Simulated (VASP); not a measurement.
# Ge in VASP: notebook, part 3 of 3

VASP 6.6.1. The steps go on from the part before.

### Step 4. Single point, PBE

This run uses another cell than the first one: it holds 10 atoms, not 6.

Input file INCAR:

```
ALGO = Normal
DIPOL = 0.5 0.5 0.500
EDIFF = 1E-7
ENCUT = 520
GGA = PE
IDIPOL = 3
ISIF = 2
ISMEAR = 0
LASPH = True
LCHARG = False
LDIPOL = True
LREAL = False
LWAVE = False
NBANDS = 81
NELM = 100
PREC = Accurate
SIGMA = 0.1
```

Input file KPOINTS:

```
k-points
0
Gamma
  9 9 1
```

Input file POSCAR:

```
Ge
1.0
    4.0581567077      0.0000000000      0.0000000000
   -2.0290783538      3.5144668014      0.0000000000
    0.0000000000      0.0000000000     29.2255198820
Ge
10
Direct
    0.6666666667      0.3333333333      0.2566250329
    0.3333333333      0.6666666667      0.2853828958
    0.3333333333      0.6666666667      0.3711230507
    0.6666666667      0.3333333333      0.3998809136
    0.6666666667      0.3333333333      0.4856210685
    0.3333333333      0.6666666667      0.5143789315
    0.3333333333      0.6666666667      0.6001190864
    0.6666666667      0.3333333333      0.6288769493
    0.6666666667      0.3333333333      0.7146171042
    0.3333333333      0.6666666667      0.7433749671
```

Potentials or basis: VASP PAW PBE potentials, release 64 (Ge_d).

Launch:

```console
$ cat potpaw_PBE.64/Ge_d/POTCAR > POTCAR
$ mpirun -np 1 vasp_std > vasp.out
```

OUTCAR:

```text
EDIFF = 1E-7
   ENCUT = 520
   GGA = PE
   ISIF = 2
   ISMEAR = 0
   LASPH = True
   LREAL = False
   NELM = 100
   PREC = Accurate

 ion  position               nearest neighbor table
   1  0.667  0.333  0.257-   2 2.49   2 2.49   2 2.49
   2  0.333  0.667  0.285-   1 2.49   1 2.49   1 2.49   3 2.51
   3  0.333  0.667  0.371-   4 2.49   4 2.49   4 2.49   2 2.51
   4  0.667  0.333  0.400-   3 2.49   3 2.49   3 2.49   5 2.51
   5  0.667  0.333  0.486-   6 2.49   6 2.49   6 2.49   4 2.51
   6  0.333  0.667  0.514-   5 2.49   5 2.49   5 2.49   7 2.51
   7  0.333  0.667  0.600-   8 2.49   8 2.49   8 2.49   6 2.51
   8  0.667  0.333  0.629-   7 2.49   7 2.49   7 2.49   9 2.51
[... 1223 lines left out ...]
 -----------------------------------------------------------------------------
  energy-cutoff  :      520.00
  volume of cell :      416.82
      direct lattice vectors                 reciprocal lattice vectors
     4.058156708  0.000000000  0.000000000     0.246417295  0.142269092  0.000000000
    -2.029078354  3.514466801  0.000000000     0.000000000  0.284538184  0.000000000
     0.000000000  0.000000000 29.225519882     0.000000000  0.000000000  0.034216671

 POSITION                                       TOTAL-FORCE (eV/Angst)
 -----------------------------------------------------------------------------------
      2.02908      1.17149      7.50000        -0.000000      0.000000      0.031479
     -0.00000      2.34298      8.34046        -0.000000     -0.000000     -0.211506
     -0.00000      2.34298     10.84626         0.000000      0.000000      0.094114
      2.02908      1.17149     11.68673        -0.000000      0.000000      0.068363
      2.02908      1.17149     14.19253         0.000000     -0.000000     -0.111870
     -0.00000      2.34298     15.03299        -0.000000      0.000000      0.111870
     -0.00000      2.34298     17.53879        -0.000000     -0.000000     -0.068363
      2.02908      1.17149     18.37926         0.000000     -0.000000     -0.094114
      2.02908      1.17149     20.88506         0.000000     -0.000000      0.211506
     -0.00000      2.34298     21.72552        -0.000000      0.000000     -0.031479
 -----------------------------------------------------------------------------------
    total drift:                               -0.000000      0.000000      0.000000

  FREE ENERGIE OF THE ION-ELECTRON SYSTEM (eV)
  ---------------------------------------------------
  free  energy   TOTEN  =       -43.0304373678 eV

  energy  without entropy=      -42.9870942091  energy(sigma->0) =      -43.00876579

 vacuum level on the upper side and lower side of the slab         4.996         4.996
```

stdout:

```text
POSCAR found type information on POSCAR Ge
 POSCAR found :  1 types and      10 ions
 scaLAPACK will be used
 LDA part: xc-table for (Slater+PW92), standard interpolation
 POSCAR, INCAR and KPOINTS ok, starting setup
 FFT: planning ... GRIDC
 FFT: planning ... GRID_SOFT
 FFT: planning ... GRID
 WAVECAR not read
 entering main loop
```

Run time: 7.4 min. Hardware: 1 thread of Intel Xeon 6975P-C (Granite Rapids), shared host; peak memory 0.6 GiB.

Results:

| Property | Result |
| --- | --- |
| Free energy | -43.0304 eV |
| Largest force | 0.212 eV/Å |
| Band gap on the k mesh | zero (bands 70 and 71 overlap by 0.52 eV) |

Forces in eV/Å, atoms in the order of the input:
```
Ge   0.000  0.000  0.031
Ge   0.000  0.000 -0.212
Ge   0.000  0.000  0.094
Ge   0.000  0.000  0.068
Ge   0.000  0.000 -0.112
Ge   0.000  0.000  0.112
Ge   0.000  0.000 -0.068
Ge   0.000  0.000 -0.094
Ge   0.000  0.000  0.212
Ge   0.000  0.000 -0.031
```

### Step 5. Single point, PBE

This run uses another cell than the first one: it holds 10 atoms, not 6.

Input file INCAR:

```
  PREC = Accurate
  ENCUT = 520
  EDIFF = 1E-6
  ISMEAR = 0
  SIGMA = 0.1
  LREAL = F
  LASPH = T
  NELM = 100
  ALGO = Normal
  ISIF = 2
  LWAVE = F
  LCHARG = F
  LDIPOL = T
  IDIPOL = 3
  DIPOL = 0.5 0.5 0.500
  GGA = PE
  NBANDS = 81
```

Input file KPOINTS:

```
Automatic mesh
0
Gamma
  9 9 1
```

Input file POSCAR:

```
Ge
1.0
    4.0581567077      0.0000000000      0.0000000000
   -2.0290783538      3.5144668014      0.0000000000
    0.0000000000      0.0000000000     36.2255198820
Ge
10
Direct
    0.6666666667      0.3333333333      0.3036533371
    0.3333333333      0.6666666667      0.3268542048
    0.3333333333      0.6666666667      0.3960264516
    0.6666666667      0.3333333333      0.4192273193
    0.6666666667      0.3333333333      0.4883995661
    0.3333333333      0.6666666667      0.5116004339
    0.3333333333      0.6666666667      0.5807726807
    0.6666666667      0.3333333333      0.6039735484
    0.6666666667      0.3333333333      0.6731457952
    0.3333333333      0.6666666667      0.6963466629
```

Potentials or basis: VASP PAW PBE potentials, release 64 (Ge_d).

Launch:

```console
$ cat potpaw_PBE.64/Ge_d/POTCAR > POTCAR
$ mpirun -np 1 vasp_std > vasp.out
```

OUTCAR:

```text
PREC = Accurate
   ENCUT = 520
   EDIFF = 1E-6
   ISMEAR = 0
   LREAL = F
   LASPH = T
   NELM = 100
   ISIF = 2
   GGA = PE

 ion  position               nearest neighbor table
   1  0.667  0.333  0.304-   2 2.49   2 2.49   2 2.49
   2  0.333  0.667  0.327-   1 2.49   1 2.49   1 2.49   3 2.51
   3  0.333  0.667  0.396-   4 2.49   4 2.49   4 2.49   2 2.51
   4  0.667  0.333  0.419-   3 2.49   3 2.49   3 2.49   5 2.51
   5  0.667  0.333  0.488-   6 2.49   6 2.49   6 2.49   4 2.51
   6  0.333  0.667  0.512-   5 2.49   5 2.49   5 2.49   7 2.51
   7  0.333  0.667  0.581-   8 2.49   8 2.49   8 2.49   6 2.51
   8  0.667  0.333  0.604-   7 2.49   7 2.49   7 2.49   9 2.51
[... 1222 lines left out ...]
  energy-cutoff  :      520.00
  volume of cell :      516.66
      direct lattice vectors                 reciprocal lattice vectors
     4.058156708  0.000000000  0.000000000     0.246417295  0.142269092  0.000000000
    -2.029078354  3.514466801  0.000000000     0.000000000  0.284538184  0.000000000
     0.000000000  0.000000000 36.225519882     0.000000000  0.000000000  0.027604849

 POSITION                                       TOTAL-FORCE (eV/Angst)
 -----------------------------------------------------------------------------------
      2.02908      1.17149     11.00000        -0.000000     -0.000000      0.031249
     -0.00000      2.34298     11.84046        -0.000000      0.000000     -0.210698
     -0.00000      2.34298     14.34626        -0.000000      0.000000      0.092656
      2.02908      1.17149     15.18673        -0.000000     -0.000000      0.069489
      2.02908      1.17149     17.69253         0.000000     -0.000000     -0.113242
     -0.00000      2.34298     18.53299        -0.000000      0.000000      0.113242
     -0.00000      2.34298     21.03879         0.000000      0.000000     -0.069489
      2.02908      1.17149     21.87926         0.000000     -0.000000     -0.092656
      2.02908      1.17149     24.38506         0.000000     -0.000000      0.210698
     -0.00000      2.34298     25.22552         0.000000      0.000000     -0.031249
 -----------------------------------------------------------------------------------
    total drift:                               -0.000000      0.000000     -0.000000

  FREE ENERGIE OF THE ION-ELECTRON SYSTEM (eV)
  ---------------------------------------------------
  free  energy   TOTEN  =       -43.0288873074 eV

  energy  without entropy=      -42.9855440387  energy(sigma->0) =      -43.00721567

 vacuum level on the upper side and lower side of the slab         4.019         4.019
```

OSZICAR:

```text
N       E                     dE             d eps       ncg     rms          rms(c)
DAV:   1     0.167937225350E+04    0.16794E+04   -0.71018E+04  2443   0.345E+03
DAV:   2     0.277774047110E+03   -0.14016E+04   -0.13641E+04  2216   0.943E+02
DAV:   3    -0.153652436962E+02   -0.29314E+03   -0.28661E+03  2486   0.245E+02
[... 16 lines left out ...]
DAV:  20    -0.430288581129E+02   -0.36200E-04   -0.12595E-06  1352   0.205E-02    0.901E-04
DAV:  21    -0.430288784407E+02   -0.20328E-04   -0.99902E-07  1347   0.845E-03    0.557E-04
DAV:  22    -0.430288829776E+02   -0.45370E-05   -0.23767E-07  1296   0.117E-02    0.275E-04
DAV:  23    -0.430288869577E+02   -0.39801E-05   -0.21167E-07  1260   0.691E-03    0.225E-04
DAV:  24    -0.430288873074E+02   -0.34970E-06   -0.12702E-07  1184   0.609E-03
   1 F= -.43028887E+02 E0= -.43007216E+02  d E =-.433433E-01
```

stdout:

```text
POSCAR found type information on POSCAR Ge
 POSCAR found :  1 types and      10 ions
 scaLAPACK will be used
 LDA part: xc-table for (Slater+PW92), standard interpolation
 POSCAR, INCAR and KPOINTS ok, starting setup
 FFT: planning ... GRIDC
 FFT: planning ... GRID_SOFT
 FFT: planning ... GRID
 WAVECAR not read
 entering main loop
```

It took 30 min on 1 thread of Oxide Virtual Turin-like, shared host; peak memory 0.69 GiB.

Results:

```
Free energy            : -43.0289 eV
Largest force          : 0.211 eV/Å
Band gap on the k mesh : zero (bands 70 and 71 overlap by 0.52 eV)
```

Forces on the atoms (eV/Å):
```
Ge   0.000  0.000  0.031
Ge   0.000  0.000 -0.211
Ge   0.000  0.000  0.093
Ge   0.000  0.000  0.069
Ge   0.000  0.000 -0.113
Ge   0.000  0.000  0.113
Ge   0.000  0.000 -0.069
Ge   0.000  0.000 -0.093
Ge   0.000  0.000  0.211
Ge   0.000  0.000 -0.031
```

Levels at points of the mesh, in eV from the Fermi level:
```tsv
k point	band 67	band 68	band 69	band 70	band 71	band 72	band 73	band 74
(0.00, 0.00, 0.00)	0.11	0.11	0.11	0.31	0.31	0.46	0.85	0.94
```

### Step 6. The runs side by side

```tsv
cell	electric field (eV/Å)	gap on the mesh (eV)	largest force (eV/Å)
a = 4.058, b = 4.058, c = 22.533 Å, angles 90.0, 90.0, 120.0°, 6 atoms, atomic positions A	-0.6 eV/Å	none	0.38
a = 4.058, b = 4.058, c = 24.226 Å, angles 90.0, 90.0, 120.0°, 10 atoms, atomic positions B	-	none	0.21
a = 4.058, b = 4.058, c = 29.226 Å, angles 90.0, 90.0, 120.0°, 10 atoms, atomic positions B	-	none	0.21
a = 4.058, b = 4.058, c = 36.226 Å, angles 90.0, 90.0, 120.0°, 10 atoms, atomic positions B	-	none	0.21
```

Alike in all rows: task single point; level PBE; potentials or basis VASP PAW PBE potentials, release 64 (Ge_d); no spin polarisation; k mesh 9 × 9 × 1; cutoff (eV) 520; smearing gaussian 0.1 eV.

Absolute energies hang on the potentials; compare differences alone.
